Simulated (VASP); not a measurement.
Runs of VASP 6.6.1 on AlN. The structure is that of space group P6_3mc (No. 186), or close to it. The cells are those of the table. 

```csv
cell,gap on the mesh (eV),pressure (GPa),largest force (eV/Å)
"a = 3.199, b = 3.199, c = 4.709 Å, angles 90.0, 90.0, 120.0°, 4 atoms",3.95,-3.3,(d)
"a = 3.154, b = 3.154, c = 4.844 Å, angles 90.0, 90.0, 120.0°, 4 atoms",4.07,-4.0,0.33
"a = 3.284, b = 3.284, c = 4.467 Å, angles 90.0, 90.0, 120.0°, 4 atoms",(a),1.0,(c)
"a = 3.014, b = 3.014, c = 5.305 Å, angles 90.0, 90.0, 120.0°, 4 atoms",(b),-0.1,0.83
"a = 2.928, b = 2.928, c = 5.621 Å, angles 90.0, 90.0, 120.0°, 4 atoms",3.08,6.9,0.93
"a = 2.850, b = 2.850, c = 5.929 Å, angles 90.0, 90.0, 120.0°, 4 atoms",1.83,15.8,0.78
"a = 3.351, b = 3.351, c = 4.290 Å, angles 90.0, 90.0, 120.0°, 4 atoms",3.74,7.0,5.40
"a = 3.061, b = 3.061, c = 5.143 Å, angles 90.0, 90.0, 120.0°, 4 atoms",4.27,-2.4,0.60
```

Alike in all rows: task single point; level LDA; potentials or basis VASP PAW LDA potentials, release 64 (Al, N); no spin polarisation; k mesh 9 × 9 × 6; cutoff (eV) 520; smearing gaussian 0.05 eV.

**Question.** Fill in the values left out.

**Answer.** (a) 3.78; (b) 4.04; (c) 3.11; (d) 1.07.

Caveats: forces of over 1 eV/Å act on the atoms, so gaps and moduli don't describe the material at rest (some runs).

A k mesh can miss the band edges.
